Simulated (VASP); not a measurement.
Be, 2 atoms in the cell. The structure is hexagonal, space group P6_3/mmc (No. 194). Conventional cell: a = 2.265 Å, b = 2.265 Å, c = 3.574 Å, α = 90.00°, β = 90.00°, γ = 120.00°. Be (site symmetry -6m2) has 12 Be at 2.21 to 2.26 Å within 2.9 Å. 

- Program: VASP 6.6.1
- Task: relaxation of cell and atoms
- Functional: PBEsol
- Potentials or basis: VASP PAW PBE potentials, release 64 (Be)
- Cutoff: 600 eV
- k mesh: 21 × 21 × 12
- Occupations: gaussian, width 0.1 eV
- Spin: no spin polarisation
- Dipole correction: no
- Further INCAR settings: ALGO = Normal; EDIFF = 1e-06; IBRION = 2; EDIFFG = -0.005; NSW = 100; ISIF = 3

Potentials or basis: VASP PAW PBE potentials, release 64 (Be).

Command:

```console
$ cat potpaw_PBE.64/Be/POTCAR > POTCAR
$ mpirun -np 1 vasp_std > vasp.out
```

Hardware: 1 thread of Intel Xeon 8259CL (shared host).

**Question.** Estimate the wall time of this run.

**Answer.** Wall time 48 s on 1 thread of Intel Xeon 8259CL (shared host), peak memory 0.15 GiB. Counts: scf iterations 14, k points 336, ion steps 3.
